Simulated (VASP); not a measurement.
# H (P4/mmm) in VASP: a series of runs

H is run at these levels: PBE+D3(BJ); tasks: single point.

Everything below comes from runs of VASP 6.6.1. Logs are shortened: lines on timing, memory, paths and dates and some standing lists are left out, and cuts for length are marked.

**1. The cell of the first run**

Symmetry: P4/mmm, No. 123, tetragonal system. Conventional cell: a = 2.782 Å, b = 2.782 Å, c = 1.030 Å, α = 90.00°, β = 90.00°, γ = 90.00°. Within 1.4 Å of H (site symmetry 4/mmm) lie 2 H at 1.03 Å.

**2. Single point, PBE+D3(BJ) (strain +0.050 along x and y, +0.050 along z)**

The input, INCAR:

```
SYSTEM = H
ALGO = Normal
EDIFF = 1E-7
ENCUT = 520
GGA = PE
ISIF = 2
ISMEAR = 0
IVDW = 12
LASPH = .True.
LCHARG = .False.
LREAL = .False.
LWAVE = .False.
NBANDS = 6
NELM = 100
PREC = Accurate
SIGMA = 0.05
```

The input, KPOINTS:

```
k-points
0
Gamma
  10 10 26
  0 0 0
```

The input, POSCAR:

```
H
1.0
    2.7821206758      0.0000000000      0.0000000000
    0.0000000000      2.7821206758      0.0000000000
    0.0000000000      0.0000000000      1.0295175660
H
1
Direct
    0.0000000000      0.0000000000      0.5000000000
```

Potentials or basis: VASP PAW PBE potentials, release 64 (H).

Command:

```bash
$ cat potpaw_PBE.64/H/POTCAR > POTCAR
$ mpirun -np 1 vasp_std > vasp.out
```

OUTCAR:

```text
SYSTEM = H
   EDIFF = 1E-7
   ENCUT = 520
   GGA = PE
   ISIF = 2
   ISMEAR = 0
   IVDW = 12
   LASPH = .True.
   LREAL = .False.
   NELM = 100
   PREC = Accurate
 IVDW          = 12

 ion  position               nearest neighbor table
   1  0.000  0.000  0.500-

  LATTYP: Found a simple tetragonal cell.
 ALAT       =     2.7821206758
 C/A-ratio  =     0.3700477750

  Lattice vectors:

 A1 = (   2.7821206758,   0.0000000000,   0.0000000000)
 A2 = (   0.0000000000,   2.7821206758,   0.0000000000)
 A3 = (   0.0000000000,   0.0000000000,   1.0295175660)

Analysis of symmetry for initial positions (statically):
=====================================================================
 Subroutine PRICEL returns:
 Original cell was already a primitive cell.

 Routine SETGRP: Setting up the symmetry group for a
 simple tetragonal supercell.

 Subroutine GETGRP returns: Found 16 space group operations
 (whereof 16 operations were pure point group operations)
 out of a pool of 16 trial point group operations.

The static configuration has the point symmetry D_4h.

Analysis of symmetry for dynamics (positions and initial velocities):
=====================================================================
 Subroutine PRICEL returns:
 Original cell was already a primitive cell.

 Routine SETGRP: Setting up the symmetry group for a
 simple tetragonal supercell.

 Subroutine GETGRP returns: Found 16 space group operations
 (whereof 16 operations were pure point group operations)
 out of a pool of 16 trial point group operations.

The dynamic configuration has the point symmetry D_4h.

 Subroutine INISYM returns: Found 16 space group operations
 (whereof 16 operations are pure point group operations),
 and found     1 'primitive' translations

----------------------------------------------------------------------------------------

                                     Primitive cell

  volume of cell :       7.9687

  direct lattice vectors                    reciprocal lattice vectors
     2.782120676  0.000000000  0.000000000     0.359438039  0.000000000  0.000000000
     0.000000000  2.782120676  0.000000000     0.000000000  0.359438039  0.000000000
     0.000000000  0.000000000  1.029517566     0.000000000  0.000000000  0.971328740

  length of vectors
     2.782120676  2.782120676  1.029517566     0.359438039  0.359438039  0.971328740

  position of ions in fractional coordinates (direct lattice)
     0.000000000  0.000000000  0.500000000

  ion indices of the primitive-cell ions
   primitive index   ion index
                 1           1

----------------------------------------------------------------------------------------

 KPOINTS: k-points

Automatic generation of k-mesh.
 Grid dimensions read from file:
 generate k-points for:   10   10   26

 Generating k-lattice:

  Cartesian coordinates                     Fractional coordinates (reciprocal lattice)
     0.035943804  0.000000000  0.000000000     0.100000000  0.000000000  0.000000000
     0.000000000  0.035943804  0.000000000     0.000000000  0.100000000  0.000000000
     0.000000000  0.000000000  0.037358798     0.000000000  0.000000000  0.038461538

  Length of vectors
     0.035943804  0.035943804  0.037358798

  Shift w.r.t. Gamma in fractional coordinates (k-lattice)
     0.000000000  0.000000000  0.000000000

 Subroutine IBZKPT returns following result:
 ===========================================

 Found    294 irreducible k-points:

 Following reciprocal coordinates:
            Coordinates               Weight
  0.000000  0.000000  0.000000      1.000000
  0.100000  0.000000  0.000000      4.000000
  0.200000  0.000000  0.000000      4.000000
  0.300000  0.000000  0.000000      4.000000
  0.400000  0.000000  0.000000      4.000000
  0.500000  0.000000  0.000000      2.000000
[... 16 lines left out ...]
  0.100000  0.000000  0.038462      8.000000
  0.200000  0.000000  0.038462      8.000000
 [... further k-points ...]
   k-points           NKPTS =    294   k-points in BZ     NKDIM =    294   number of bands    NBANDS=      6
   number of dos      NEDOS =    301   number of ions     NIONS =      1
   total plane-waves  NPLWV =   4608
   dimension x,y,z NGX =    24 NGY =   24 NGZ =    8
   dimension x,y,z NGXF=    48 NGYF=   48 NGZF=   16
   ions per type =               1
   NGX,Y,Z   is equivalent  to a cutoff of  14.34, 14.34, 12.92 a.u.
   NGXF,Y,Z  is equivalent  to a cutoff of  28.68, 28.68, 25.84 a.u.
 SYSTEM =  H
   PREC   = accura    normal or accurate (medium, high low for compatibility)
   ISTART =      0    job   : 0-new  1-cont  2-samecut
   ICHARG =      2    charge: 1-file 2-atom 10-const
   ISPIN  =      1    spin polarized calculation?
   LNONCOLLINEAR =      F non collinear calculations
   LSORBIT =      F    spin-orbit coupling
   LASPH  =      T    aspherical Exc in radial PAW
   ENCUT  =  520.0 eV  38.22 Ry    6.18 a.u.   5.17  5.17  1.91*2*pi/ulx,y,z
   NELM   =    100;   NELMIN=  2; NELMDL= -5     # of ELM steps
   EDIFF  = 0.1E-06   stopping-criterion for ELM
   LREAL  =      F    real-space projection
   EDIFFG = 0.1E-05   stopping-criterion for IOM
   NSW    =      0    number of steps for IOM
   IBRION =     -1    ionic relax: 0-MD 1-quasi-New 2-CG
   NFREE  =      0    steps in history (QN), initial steepest desc. (CG)
   ISIF   =      2    stress and relaxation
   ISYM   =      2    0-nonsym 1-usesym 2-fastsym
   POTIM  = 0.5000    time-step for ionic-motion
   TEBEG  =    0.0;   TEEND  =   0.0 temperature during run
   PSTRESS=    0.0 pullay stress
   NELECT =       1.0000    total number of electrons
   NUPDOWN=      -1.0000    fix difference up-down
   EMIN   =  10.00;   EMAX   =-10.00  energy-range for DOS
   EFERMI =   0.00;   METHOD = LEGACY
   ISMEAR =     0;   SIGMA  =   0.05  broadening in eV -4-tet -1-fermi 0-gaus
   EFERMI_NEDOS =   21; number of points for ismear=-14 and -15
   IALGO  =     38    algorithm
   IMIX   =      4    mixing-type and parameters
     AMIX     =   0.40;   BMIX     =  1.00
     AMIX_MAG =   1.60;   BMIX_MAG =  1.00
  volume/ion in A,a.u.               =       7.97        53.78
  Fermi-wavevector in a.u.,A,eV,Ry     =   0.819621  1.548859  9.140097  0.671778
  Thomas-Fermi vector in A             =   1.930458
   LORBIT       =      0    0 simple, 1 ext, 2 COOP (PROOUT), +10 PAW based schemes
   GGA     = PE    functional components
   LHFCALC =     F    Hartree Fock is set to
   AEXX    =    0.0000 exact exchange contribution
   IVDW    =    12    specifies the selected vdW correction
   LEPSILON=     F    determine dielectric tensor
   LRPA    =     F    only Hartree local field effects (RPA)
 non-spin polarized calculation
 Gauss-broadening in eV      SIGMA  =   0.05
  energy-cutoff  :      520.00
  volume of cell :        7.97
 maximum number of plane-waves:       226
 NGX is ok and might be reduce to    24
   NGX = 11   NGY = 11   NGZ =  3

 number of electron       1.0000000 magnetization

 Free energy of the ion-electron system (eV)
  ---------------------------------------------------
  ext. energy  EPLUGINS =         0.00000000
  ---------------------------------------------------
  free energy    TOTEN  =        -3.01187292 eV

  energy without entropy =       -3.01187292  energy(sigma->0) =       -3.01187292

 E-fermi :  -2.3033     XC(G=0):  -6.4054

 val. band max:       -2.4904131033   @ k =   0.5000   0.5000   0.2308
 cond. band min:      -1.9198029036   @ k =   0.0000   0.0000   0.2692
 fundamental gap:      0.5706101997
 Fermi energy:        -2.3032762085

 k-point     1 :       0.0000    0.0000    0.0000
  band No.  band energies     occupation
      1     -12.0651      2.00000
      2       7.1991      0.00000
      3      12.6288      0.00000
      4      12.6288      0.00000
      5      15.5531      0.00000
      6      31.5841      0.00000

 k-point     2 :       0.1000    0.0000    0.0000
  band No.  band energies     occupation
      1     -11.9688      2.00000
      2       6.3683      0.00000
      3      12.0979      0.00000
      4      12.7940      0.00000
      5      17.5336      0.00000
      6      28.6697      0.00000

 k-point     3 :       0.2000    0.0000    0.0000
  band No.  band energies     occupation
      1     -11.7023      2.00000
      2       4.5506      0.00000
      3      12.0292      0.00000
      4      13.2761      0.00000
      5      21.2757      0.00000
      6      25.6434      0.00000

 k-point     4 :       0.3000    0.0000    0.0000
  band No.  band energies     occupation
      1     -11.3380      2.00000
      2       2.7459      0.00000
      3      12.4671      0.00000
      4      14.0204      0.00000
      5      23.1174      0.00000
      6      23.6324      0.00000

 k-point     5 :       0.4000    0.0000    0.0000
  band No.  band energies     occupation
      1     -11.0082      2.00000
      2       1.4743      0.00000
      3      13.0334      0.00000
      4      14.8516      0.00000
      5      21.3592      0.00000
      6      21.6489      0.00000
[... 136 lines left out ...]
 k-point    21 :       0.5000    0.5000    0.0000
  band No.  band energies     occupation
      1      -9.9162      2.00000
      2       4.4217      0.00000
      3       4.4217      0.00000
      4       7.7237      0.00000
      5      32.9605      0.00000
      6      38.8056      0.00000

 k-point    22 :       0.0000    0.0000    0.0385
  band No.  band energies     occupation
      1     -11.8577      2.00000
      2       7.4068      0.00000
      3      12.8386      0.00000
      4      12.8386      0.00000
      5      15.7630      0.00000
      6      31.7922      0.00000

 k-point    23 :       0.1000    0.0000    0.0385
  band No.  band energies     occupation
      1     -11.7611      2.00000
      2       6.5767      0.00000
      3      12.3074      0.00000
      4      13.0039      0.00000
      5      17.7435      0.00000
      6      28.8789      0.00000

 k-point    24 :       0.2000    0.0000    0.0385
  band No.  band energies     occupation
      1     -11.4945      2.00000
      2       4.7598      0.00000
      3      12.2383      0.00000
      4      13.4862      0.00000
      5      21.4855      0.00000
      6      25.8529      0.00000

 [... further k-points ...]

------------------------ aborting loop because EDIFF is reached ----------------------------------------

 Edisp (eV)   -0.06546

 E8    (eV) :    -0.0116

  FORCE on cell =-STRESS in cart. coord.  units (eV):
  Direction    XX          YY          ZZ          XY          YZ          ZX
  --------------------------------------------------------------------------------------
  -------------------------------------------------------------------------------------
  Total      -0.00687    -0.00687    -0.63600     0.00000    -0.00000     0.00000
  in kB      -1.38207    -1.38207  -127.87369     0.00000    -0.00000     0.00000
  external pressure =      -43.55 kB  Pullay stress =        0.00 kB

 VOLUME and BASIS-vectors are now :
 -----------------------------------------------------------------------------
  energy-cutoff  :      520.00
  volume of cell :        7.97
      direct lattice vectors                 reciprocal lattice vectors
     2.782120676  0.000000000  0.000000000     0.359438039  0.000000000  0.000000000
     0.000000000  2.782120676  0.000000000     0.000000000  0.359438039  0.000000000
     0.000000000  0.000000000  1.029517566     0.000000000  0.000000000  0.971328740

 POSITION                                       TOTAL-FORCE (eV/Angst)
 -----------------------------------------------------------------------------------
      0.00000      0.00000      0.51476         0.000000      0.000000      0.000000
 -----------------------------------------------------------------------------------
    total drift:                                0.000000      0.000000      0.000000

  FREE ENERGIE OF THE ION-ELECTRON SYSTEM (eV)
  ---------------------------------------------------
  free  energy   TOTEN  =        -3.0773360230 eV

  energy  without entropy=       -3.0773360230  energy(sigma->0) =       -3.07733602
```

Run time: 6.8 s. Hardware: 1 thread of Intel Xeon 6975P-C, shared host; peak memory 0.13 GiB.

Results:

```
Free energy                : -3.0773 eV
Pressure                   : -4.4 GPa
Dispersion energy per atom : -0.065 eV
```

Stress tensor (GPa, compression positive):
```
 -0.14   0.00   0.00
  0.00  -0.14   0.00
  0.00   0.00 -12.79
```

Levels at points of the mesh, in eV from the Fermi level:
```tsv
k point	band 1	band 2	band 3	band 4
(0.00, 0.00, 0.00)	-9.76	9.50	14.93	14.93
(0.50, 0.00, 0.00)	-8.57	3.32	15.61	17.59
(0.50, 0.50, 0.00)	-7.61	6.72	6.72	10.03
(0.00, 0.00, 0.50)	21.63	29.13	43.10	47.75
(0.50, 0.00, 0.50)	22.31	31.13	38.63	38.96
(0.50, 0.50, 0.50)	22.87	32.79	41.95	41.95
```

Caveat: the cell differs from its parent crystal (strain +0.050 along x and y, +0.050 along z); pairwise dispersion overbinds metals, which lowers pressure and volume.

**3. Single point, PBE+D3(BJ) (strain +0.050 along x and y, +0.025 along z)**

The input, INCAR:

```
  PREC = Accurate
  ENCUT = 520
  EDIFF = 1E-6
  ISMEAR = 0
  SIGMA = 0.05
  LREAL = False
  LASPH = True
  NELM = 60
  ALGO = Normal
  ISIF = 2
  LWAVE = False
  LCHARG = False
  GGA = PE
  IVDW = 12
  NBANDS = 6
```

The input, KPOINTS:

```
Automatic mesh
0
Gamma
  10 10 26
```

Changes to POSCAR since step 2:

```diff
@@ -4,3 +4,3 @@
     0.0000000000      2.7821206758      0.0000000000
-    0.0000000000      0.0000000000      1.0295175660
+    0.0000000000      0.0000000000      1.0050052430
 H
```

Potentials or basis: VASP PAW PBE potentials, release 64 (H).

Command:

```bash
$ cat potpaw_PBE.64/H/POTCAR > POTCAR
$ mpirun -np 1 vasp_std > vasp.out
```

Wall time 6.8 s (1 thread of Intel Xeon 6975P-C, shared host); peak memory 0.13 GiB.

The run converged. Its results:

```yaml
Free_energy: -3.0885 eV
Pressure: -2.2 GPa
Dispersion_energy_per_atom: -0.066 eV
```

Stress tensor (GPa, compression positive):
```
-0.26  0.00  0.00
 0.00 -0.26  0.00
 0.00  0.00 -6.19
```

Levels at points of the mesh, in eV from the Fermi level:
```
           k point  band 1  band 2  band 3
(0.00, 0.00, 0.00)  -10.22    9.15   14.63
(0.50, 0.00, 0.00)   -9.06    3.05   15.29
(0.50, 0.50, 0.00)   -8.13    6.44    6.44
(0.00, 0.00, 0.50)   22.90   30.44   44.52
(0.50, 0.00, 0.50)   23.56   32.38   40.12
(0.50, 0.50, 0.50)   24.10   33.99   43.44
```

Caveat: the cell differs from its parent crystal (strain +0.050 along x and y, +0.025 along z); pairwise dispersion overbinds metals, which lowers pressure and volume.

**4. Single point, PBE+D3(BJ) (strain -0.050 along x and y, -0.050 along z)**

The input, INCAR:

```
ALGO = Normal
EDIFF = 1E-7
ENCUT = 520
GGA = PE
ISIF = 2
ISMEAR = 0
IVDW = 12
LASPH = True
LCHARG = False
LREAL = False
LWAVE = False
NBANDS = 6
NELM = 80
PREC = Accurate
SIGMA = 0.05
```

The input, KPOINTS:

```
k-points
0
Gamma
  10 10 26
```

The input, POSCAR:

```
H
1.0
    2.5171568020      0.0000000000      0.0000000000
    0.0000000000      2.5171568020      0.0000000000
    0.0000000000      0.0000000000      0.9314682740
H
1
Direct
    0.0000000000      0.0000000000      0.5000000000
```

Command:

```bash
$ cat potpaw_PBE.64/H/POTCAR > POTCAR
$ mpirun -np 1 vasp_std > vasp.out
```

Wall time 5.3 s (1 thread of Intel Xeon 6975P-C, shared host); peak memory 0.12 GiB.

Results (log left out):

| Quantity | Value |
| --- | --- |
| Free energy | -3.0527 eV |
| Pressure | 12.0 GPa |
| Dispersion energy per atom | -0.068 eV |

Stress tensor (GPa, compression positive):
```
 1.87  0.00  0.00
 0.00  1.87  0.00
 0.00  0.00 32.27
```

Levels at points of the mesh, in eV from the Fermi level:
| k point | band 1 | band 2 | band 3 | band 4 |
| --- | --- | --- | --- | --- |
| (0.00, 0.00, 0.00) | -12.35 | 10.44 | 16.67 | 16.67 |
| (0.50, 0.00, 0.00) | -10.61 | 2.18 | 17.73 | 20.08 |
| (0.50, 0.50, 0.00) | -9.22 | 6.46 | 6.46 | 10.20 |
| (0.00, 0.00, 0.50) | 26.96 | 34.36 | 51.52 | 56.93 |
| (0.50, 0.00, 0.50) | 28.05 | 37.04 | 45.36 | 45.69 |
| (0.50, 0.50, 0.50) | 28.93 | 39.27 | 49.55 | 49.55 |

Caveat: the cell differs from its parent crystal (strain -0.050 along x and y, -0.050 along z); pairwise dispersion overbinds metals, which lowers pressure and volume.

**5. Single point, PBE+D3(BJ) (strain -0.050 along x and y, +0.000 along z)**

The input, INCAR:

```
SYSTEM = H
PREC = Accurate
ENCUT = 520
EDIFF = 1E-6
ISMEAR = 0
SIGMA = 0.05
LREAL = .False.
LASPH = .True.
NELM = 80
ALGO = Normal
ISIF = 2
LWAVE = .False.
LCHARG = .True.
GGA = PE
IVDW = 12
LELF = .True.
LVHAR = .True.
NBANDS = 6
```

The input, KPOINTS:

```
regular mesh
0
Gamma
  10 10 26
  0 0 0
```

Changes to POSCAR since step 4:

```diff
@@ -4,3 +4,3 @@
     0.0000000000      2.5171568020      0.0000000000
-    0.0000000000      0.0000000000      0.9314682740
+    0.0000000000      0.0000000000      0.9804929200
 H
```

Command:

```bash
$ cat potpaw_PBE.64/H/POTCAR > POTCAR
$ mpirun -np 1 vasp_std > vasp.out
```

Wall time 6.1 s (1 thread of Intel Xeon 6975P-C, shared host); peak memory 0.12 GiB.

It converged, with:

- Free energy: -3.0845 eV
- Pressure: 1.6 GPa
- Dispersion energy per atom: -0.081 eV

Stress tensor (GPa, compression positive):
```
1.22 0.00 0.00
0.00 1.22 0.00
0.00 0.00 2.43
```

Levels at points of the mesh, in eV from the Fermi level:
```csv
k point,band 1,band 2,band 3
"(0.00, 0.00, 0.00)",-11.34,11.24,17.35
"(0.50, 0.00, 0.00)",-9.51,2.77,18.48
"(0.50, 0.50, 0.00)",-8.05,7.07,7.07
"(0.00, 0.00, 0.50)",23.79,31.10,48.04
"(0.50, 0.00, 0.50)",24.94,33.91,41.70
"(0.50, 0.50, 0.50)",25.85,36.27,45.91
```

Caveat: the cell differs from its parent crystal (strain -0.050 along x and y, +0.000 along z); pairwise dispersion overbinds metals, which lowers pressure and volume.

**6. The runs side by side**

| cell | gap on the mesh (eV) | pressure (GPa) |
| --- | --- | --- |
| a = 2.782, b = 2.782, c = 1.030 Å, 1 atom | none | -4.4 |
| a = 2.782, b = 2.782, c = 1.005 Å, 1 atom | none | -2.2 |
| a = 2.517, b = 2.517, c = 0.931 Å, 1 atom | none | 12.0 |
| a = 2.517, b = 2.517, c = 0.980 Å, 1 atom | none | 1.6 |

Alike in all rows: task single point; level PBE+D3(BJ); potentials or basis VASP PAW PBE potentials, release 64 (H); no spin polarisation; k mesh 10 × 10 × 26; cutoff (eV) 520; smearing gaussian 0.05 eV.

Caveats: pairwise dispersion overbinds metals, which lowers pressure and volume.

Absolute energies hang on the potentials; compare differences alone.
